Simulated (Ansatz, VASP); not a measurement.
**Two plane-wave programs on Pb**

```
Pb
1.0
     0.00000    2.77240    1.96008
     2.77240    0.00000    1.96008
     2.77240    2.77240    0.00000
Pb
1
Direct
  0.00000 0.00000 0.00000
```

Alike in both runs: task single point; functional PBE; k mesh 18 × 18 × 18; occupations gaussian, width 0.15 eV; no spin polarisation.

|  | VASP | Ansatz |
| --- | --- | --- |
| version | VASP 6.6.1 | Ansatz 0.2.0 |
| potentials or method | VASP PAW PBE potentials, release 64 (Pb_d), cutoff 520 eV | scalar-relativistic, plane waves, PAW |
| valence electrons in the cell | 14 | 14 |

Ansatz gave:

| Quantity | Value |
| --- | --- |
| gap on the k mesh at the Fermi level (eV) | none |
| pressure (GPa) | 2.6 |

Estimate VASP's values.

gap on the k mesh at the Fermi level (eV): none; pressure (GPa): 2.5.

A gap of «none» marks a metal or a gap that the smearing closes.

Neither program's run includes spin-orbit coupling.
